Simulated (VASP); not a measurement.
A run of VASP 6.6.1:

File INCAR:

```
SYSTEM = Nb2Sn2S
PREC = Accurate
ENCUT = 520
EDIFF = 1E-7
ISMEAR = 0
SIGMA = 0.1
LREAL = .False.
LASPH = .True.
NELM = 80
ALGO = Normal
ISIF = 2
LWAVE = .False.
LCHARG = .True.
GGA = PE
LELF = .True.
LVHAR = .True.
NBANDS = 38
```

The input KPOINTS:

```
regular mesh
0
Gamma
  6 6 6
  0 0 0
```

POSCAR

```
Nb2Sn2S
1.0
   -1.9668229162      1.9668229162      6.9577075766
    1.9668229162     -1.9668229162      6.9577075766
    1.9668229162      1.9668229162     -6.9577075766
Nb Sn S
2 2 1
Direct
    0.4060465784      0.4060465784      0.0000000000
    0.5939534216      0.5939534216      0.0000000000
    0.7500000000      0.2500000000      0.5000000000
    0.2500000000      0.7500000000      0.5000000000
    0.0000000000      0.0000000000      0.0000000000
```

Potentials or basis: VASP PAW PBE potentials, release 64 (Nb_sv, Sn_d, S).

Run with:

```sh
$ cat potpaw_PBE.64/Nb_sv/POTCAR potpaw_PBE.64/Sn_d/POTCAR potpaw_PBE.64/S/POTCAR > POTCAR
$ mpirun -np 1 vasp_std > vasp.out
```

Hardware: 1 thread of Intel(R) Xeon(R) 6975P-C (Granite Rapids) (shared host).

Q: How long does it take, and how much memory?

A: It took 2.8 min on 1 thread of Intel(R) Xeon(R) 6975P-C (Granite Rapids), with other jobs on the host, peak memory 0.48 GiB. Counts: scf iterations 14, k points 30.
